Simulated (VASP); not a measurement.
Runs of VASP 6.6.1 on Zn. The structure is hexagonal, space group P6_3/mmc (No. 194). Conventional cell: a = 2.665 Å, b = 2.665 Å, c = 4.947 Å, α = 90.00°, β = 90.00°, γ = 120.00°. Within 3.5 Å of Zn (site symmetry -6m2) lie 12 Zn at 2.66 to 2.91 Å. 

```tsv
task	level	potentials or basis	cell	gap on the mesh (eV)	pressure (GPa)
relaxation of the atoms	PBE	VASP PAW PBE potentials, release 64 (Zn)	atoms relaxed	none	0.0
electric field gradients	PBE	VASP PAW PBE potentials, release 64 (Zn)	as given	none	0.0
electric field gradients	LDA	VASP PAW LDA potentials, release 64 (Zn)	as given	none	-8.4
electric field gradients	r2SCAN	VASP PAW PBE potentials, release 64 (Zn)	as given	none	(a)
single point	PBE	VASP PAW PBE potentials, release 64 (Zn)	as given	none	0.0
```

Alike in all rows: no spin polarisation; k mesh 14 × 14 × 7; cutoff (eV) 520; smearing fermi-dirac 0.05 eV.

Q: Fill in the values left out.

A: (a) -4.1.

Caveats: the cell stands under tension (at least some runs); the relaxation stopped at its first step, so nothing moved (at least some runs); the PAW data sets were made with another functional, which shifts forces and pressure a little (at least some runs).

A gap of «none» marks levels without a gap at the run's occupations.
